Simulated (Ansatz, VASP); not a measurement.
## One calculation of Sb, two programs

INCAR

```
PREC = Accurate ; ENCUT = 520
EDIFF = 1E-8 ; ISMEAR = -1
SIGMA = 0.05 ; LREAL = False
LASPH = True ; NELM = 100
ALGO = Normal ; ISIF = 2
LWAVE = False ; LCHARG = False
GGA = PS ; LEFG = True
NBANDS = 12
```

Contents of KPOINTS:

```
regular mesh
0
Gamma
  12 12 7
```

File POSCAR:

```
Sb
1.0
    3.3690001795      0.0000000000      0.0000000000
   -1.6845000898      2.9176397408      0.0000000000
    0.0000000000      0.0000000000      5.3300000000
Sb
2
Direct
    0.3333333333      0.6666666667      0.2500000000
    0.6666666667      0.3333333333      0.7500000000
```

Input for Ansatz:

```yaml
crystal:
  lattice:
    - [3.3690001795, 0.0, 0.0]
    - [-1.6845000898, 2.9176397408, 0.0]
    - [0.0, 0.0, 5.33]
  atoms:
    - { symbol: Sb, position: [0.3333333333, 0.6666666667, 0.25] }
    - { symbol: Sb, position: [0.6666666667, 0.3333333333, 0.75] }
kpoints:
  mp_grid: { grid: [12, 12, 7] }
  band_path:
    path:
      - [0.0, 0.0, 0.0]
      - [0.5, 0.0, 0.0]
      - [0.3333333333, 0.3333333333, 0.0]
      - [0.0, 0.0, 0.0]
      - [0.0, 0.0, 0.5]
      - [0.5, 0.0, 0.5]
      - [0.3333333333, 0.3333333333, 0.5]
      - [0.0, 0.0, 0.5]
      - [0.5, 0.0, 0.5]
    npoints: 5
scf:
  occupations: { method: fermi_dirac, width: 0.05 }
hamiltonian:
  xc: pbesol
  pseudopotentials: { kind: paw }
output:
  forces: true
  stress: true
  eigenvalues: true
  efg: { contact_densities: true }
```

Alike in both runs: task electric field gradients; functional PBEsol; k mesh 12 × 12 × 7; occupations fermi-dirac, width 0.05 eV; no spin polarisation.

|  | VASP | Ansatz |
| --- | --- | --- |
| version | VASP 6.6.1 | Ansatz 0.2.0 |
| potentials or method | VASP PAW PBE potentials, release 64 (Sb) | PAW with Ansatz's default frozen-core files, scalar-relativistic |
| plane-wave cutoff (eV) | 520 | 420 |
| valence electrons in the cell | 10 | 30 |

Ansatz gave:

```
pressure (GPa)                                                : -0.2
traceless stress, the component that is largest in VASP (GPa) : -0.83
size of Vzz on the site where it differs most (V/Å²)          : 22.7
```

Problem. Which values does VASP return?

Solution. Pressure (GPa): -0.2; traceless stress, the component that is largest in VASP (GPa): -0.83; size of Vzz on the site where it differs most (V/Å²): 20.8.

VASP's potentials were made for PBE, not for PBEsol. VASP's potentials hold 10 valence electrons a cell and Ansatz's 30, so a difference there can come from the potentials and not from the codes.

Neither program's run includes spin-orbit coupling.
